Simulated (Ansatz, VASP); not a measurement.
**CaO: VASP beside Ansatz**

Contents of POSCAR:

```
CaO
1.0
    0.0000000000      2.4740490960      2.6067317416
    2.4740490960      0.0000000000      2.6067317416
    2.4740490960      2.4740490960      0.0000000000
Ca O
1 1
Direct
    0.0000000000      0.0000000000      0.0000000000
    0.2500000000      0.2500000000      0.2500000000
```

INCAR.step1

```
  PREC = Accurate
  ENCUT = 520
  ISMEAR = 0
  SIGMA = 0.01
  LREAL = F
  LASPH = T
  NELM = 60
  NBANDS = 15
  GGA = PE
  ALGO = Normal
  EDIFF = 1E-4
  LWAVE = T
  LCHARG = F
```

The input INCAR.step2:

```
  PREC = Accurate
  ENCUT = 520
  EDIFF = 1E-6
  ISMEAR = 0
  SIGMA = 0.01
  LREAL = F
  LASPH = T
  NELM = 60
  ALGO = Normal
  ISIF = 2
  LWAVE = F
  LCHARG = F
  METAGGA = R2SCAN
  LMIXTAU = T
  NBANDS = 15
  ISTART = 1
```

The input KPOINTS:

```
Automatic mesh
0
Gamma
  8 8 8
```

Input for Ansatz:

```yaml
crystal:
  lattice:
    - [0.0, 2.474049096, 2.6067317416]
    - [2.474049096, 0.0, 2.6067317416]
    - [2.474049096, 2.474049096, 0.0]
  atoms:
    - { symbol: Ca, position: [0.0, 0.0, 0.0] }
    - { symbol: O, position: [0.25, 0.25, 0.25] }
kpoints:
  mp_grid: { grid: [8, 8, 8] }
  band_path:
    path:
      - [0.0, 0.0, 0.0]
      - [-0.5, -0.5, 0.0]
      - [-0.375, -0.375, 0.25]
      - [-0.375, 0.0, 0.375]
      - [0.0, 0.0, 0.5]
      - [-0.5, -0.25, 0.25]
    npoints: 1
hamiltonian:
  xc: r2scan
scf:
  occupations: { method: fixed }
  n_extra_bands: 4
output:
  forces: true
  stress: true
  eigenvalues: true
```

Change from the starting cell: biaxial_xy strain -5.1%.

Alike in both runs: task single point; functional r2SCAN; k mesh 8 × 8 × 8; no spin polarisation.

|  | VASP | Ansatz |
| --- | --- | --- |
| version | VASP 6.6.1 | Ansatz 0.2.0 |
| potentials or method | VASP PAW PBE potentials, release 64 (Ca_sv, O) | plane waves, PAW |
| plane-wave cutoff (eV) | 520 | 500 |
| occupations | gaussian, width 0.01 eV | fixed |
| valence electrons in the cell | 16 | 16 |

Ansatz gave:

* gap on the k mesh at the Fermi level (eV): 4.08
* pressure (GPa): 10.4
* traceless stress, the component that is largest in VASP (GPa): -0.20

Q: Which values does VASP return?

A: gap on the k mesh at the Fermi level (eV): 4.05; pressure (GPa): 11.7; traceless stress, the component that is largest in VASP (GPa): -0.11.

VASP's potentials were made for PBE, not for r2SCAN.
